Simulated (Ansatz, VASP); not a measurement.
BaTe: VASP beside Ansatz

Contents of INCAR:

```
  PREC = Accurate
  ENCUT = 520
  EDIFF = 1E-6
  ISMEAR = 0
  SIGMA = 0.1
  LREAL = F
  LASPH = T
  NELM = 100
  ALGO = Normal
  ISIF = 2
  LWAVE = F
  LCHARG = F
  GGA = PE
  NBANDS = 42
```

File KPOINTS:

```
Automatic mesh
0
Gamma
  3 3 1
```

Contents of POSCAR:

```
BaTe
1.0
    4.8490244230     -0.0000000029      0.0000000000
   -2.4245122090      4.1993783353      0.0000000000
    0.0000000000      0.0000000000     17.2138754290
Ba Te
4 4
Direct
    0.6666666667      0.3333333333      0.3750000000
    0.6666666667      0.3333333333      0.8750000000
    0.3333333333      0.6666666667      0.1250000000
    0.3333333333      0.6666666667      0.6250000000
    0.0000000000      0.0000000000      0.0000000000
    0.0000000000      0.0000000000      0.5000000000
    0.0000000000      0.0000000000      0.2500000000
    0.0000000000      0.0000000000      0.7500000000
```

Input for Ansatz:

```yaml
crystal:
  lattice:
    - [4.849024423, -2.9e-09, 0.0]
    - [-2.424512209, 4.1993783353, 0.0]
    - [0.0, 0.0, 17.213875429]
  atoms:
    - { symbol: Ba, position: [0.6666666667, 0.3333333333, 0.375] }
    - { symbol: Ba, position: [0.6666666667, 0.3333333333, 0.875] }
    - { symbol: Ba, position: [0.3333333333, 0.6666666667, 0.125] }
    - { symbol: Ba, position: [0.3333333333, 0.6666666667, 0.625] }
    - { symbol: Te, position: [0.0, 0.0, 0.0] }
    - { symbol: Te, position: [0.0, 0.0, 0.5] }
    - { symbol: Te, position: [0.0, 0.0, 0.25] }
    - { symbol: Te, position: [0.0, 0.0, 0.75] }
basis:
  ecutwfc: 420
kpoints:
  mp_grid: { grid: [3, 3, 1] }
hamiltonian:
  xc: pbe
scf:
  occupations: { method: gaussian, width: 0.1 }
  lower_state_search: "off"
output:
  forces: true
  stress: true
  eigenvalues: true
```

Alike in both runs: task single point; functional PBE; k mesh 3 × 3 × 1; occupations gaussian, width 0.1 eV; no spin polarisation.

```csv
,VASP,Ansatz
version,VASP 6.6.1,Ansatz 0.2.0
potentials or method,"VASP PAW PBE potentials, release 64 (Ba_sv, Te), cutoff 520 eV","scalar-relativistic, plane waves, PAW"
valence electrons in the cell,64,104
```

VASP gave:

```
gap on the k mesh at the Fermi level (eV) : 1.45
least direct gap on the mesh (eV)         : 1.73
pressure (GPa)                            : 0.4
```

Problem. Estimate Ansatz's values.

Solution. gap on the k mesh at the Fermi level (eV): 1.51; least direct gap on the mesh (eV): 1.78; pressure (GPa): 0.1.

VASP's potentials hold 64 valence electrons a cell and Ansatz's 104, so a difference there can come from the potentials and not from the codes.

The k mesh is coarse, so the values compare programs but aren't converged. Neither program's run includes spin-orbit coupling.
